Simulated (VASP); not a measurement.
The system is Eu.

```
Eu
1.0
    -2.31825    2.31825    2.31825
     2.31825   -2.31825    2.31825
     2.31825    2.31825   -2.31825
Eu
1
Direct
  0.00000 0.00000 0.00000
```

Base run:

- Program: VASP 6.6.1
- Functional: r2SCAN
- Potentials or basis: VASP PAW PBE potentials, release 64 (Eu)
- Cutoff: 520 eV
- k mesh: 8 × 8 × 8
- Occupations: fermi-dirac, width 0.05 eV
- Spin: collinear spin, ferromagnetic start
- Starting moments: [7.0] μB

Its results: pressure -1.7 GPa; net moment 7.72 μB per cell; site moments Eu +6.70 μB.

Task: The run is repeated on the same cell with these changes: functional from r2SCAN to LDA. What comes out?

Result: Pressure -3.8 GPa; net moment 7.25 μB per cell; site moments Eu +6.71 μB.

Caveats: the PAW data sets were made with another functional, which shifts forces and pressure a little; the cell stands under tension (at least some runs).
